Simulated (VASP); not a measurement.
C: relaxation of cell and atoms with r2SCAN

Crystal: C.

```
C
1.0
     1.22805   -2.12706    0.00000
     1.22805    2.12706    0.00000
     0.00000    0.00000    7.17327
C
4
Direct
  0.08338 0.91662 0.75314
  0.58338 0.41662 0.24686
  0.91662 0.08338 0.24686
  0.41662 0.58338 0.75314
```

```yaml
Program: VASP 6.6.1
Task: relaxation of cell and atoms
Functional: r2SCAN
Potentials_or_basis: VASP PAW PBE potentials, release 64 (C)
Cutoff: 600 eV
k_mesh: 1 × 1 × 1
Occupations: gaussian, width 0.1 eV
Spin: no spin polarisation
Dipole_correction: no
Further_INCAR_settings: ALGO = Normal; EDIFF = 1e-07; IBRION = 2; EDIFFG = -0.01; NSW = 80; ISIF = 3
```

```yaml
Relaxed_volume: 12.20 Å³/atom
Relaxed_cell: a = 2.512 Å, b = 2.512 Å, c = 8.928 Å, α = 90.00°, β = 90.00°, γ = 119.98°
Space_group_after_relaxing_to_0.1_Å: Fmmm (No. 69)
Energy_gained_by_relaxing: 90.7 meV/atom
Ionic_steps: 19
Pressure_after_relaxing: 0.1 GPa
```

Stress tensor (GPa, compression positive):
```
 0.07  0.00  0.00
 0.00  0.11  0.00
 0.00  0.00 -0.02
```

The path:
| step | energy change (eV) | largest force (eV/Å) | pressure (GPa) | volume (Å³) |
| --- | --- | --- | --- | --- |
| 1 | 0.0000 | 0.0488 | 22.92 | 37.48 |
| 2 | 0.7161 | 0.2954 | -33.93 | 45.19 |
| 3 | -0.1636 | 0.1162 | 0.90 | 39.70 |
| 4 | -0.1642 | 0.1099 | 2.03 | 39.57 |
| 5 | -0.2139 | 0.8139 | 1.42 | 40.63 |
| 6 | -0.2339 | 1.8965 | 0.98 | 41.86 |
| 7 | -0.2418 | 1.7997 | 0.93 | 41.99 |
| 8 | -0.2634 | 1.5099 | 0.82 | 42.40 |
| 9 | -0.2980 | 0.9338 | 0.65 | 43.20 |
| 10 | -0.3360 | 0.2049 | 0.50 | 44.81 |
| 11 | -0.3031 | 2.4285 | 0.64 | 48.02 |
| 12 | -0.3407 | 0.8595 | 0.49 | 45.74 |
| 13 | -0.3494 | 0.6543 | 0.46 | 46.36 |
| 14 | -0.3624 | 0.0322 | 0.39 | 48.23 |
| 15 | -0.3627 | 0.0787 | 0.38 | 48.56 |
| 16 | -0.3628 | 0.0206 | 0.22 | 48.70 |
| 17 | -0.3629 | 0.0117 | 0.14 | 48.78 |
| 18 | -0.3629 | 0.0145 | 0.13 | 48.78 |
| 19 | -0.3629 | 0.0010 | 0.06 | 48.80 |

Final structure:
```cif
data_structure
_symmetry_space_group_name_H-M 'P 1'
_symmetry_Int_Tables_number 1
_cell_length_a 2.5121
_cell_length_b 2.5121
_cell_length_c 8.9276
_cell_angle_alpha 90.000
_cell_angle_beta 90.000
_cell_angle_gamma 119.977
_cell_volume 48.80
loop_
_atom_site_label
_atom_site_type_symbol
_atom_site_fract_x
_atom_site_fract_y
_atom_site_fract_z
_atom_site_occupancy
C1 C 0.08332 0.91668 0.75193 1
C2 C 0.58332 0.41668 0.24807 1
C3 C 0.91668 0.08332 0.24807 1
C4 C 0.41668 0.58332 0.75193 1
```

Wall time 6.8 min on 1 thread of AMD EPYC 7R13, on a shared host, peak memory 0.12 GiB.

Caveat: the k points lie up to 2.89 Å⁻¹ apart in the final cell; the volume moved by over 15 % at a fixed basis, so the end points are rough; the PAW data sets were made with another functional, which shifts forces and pressure a little.
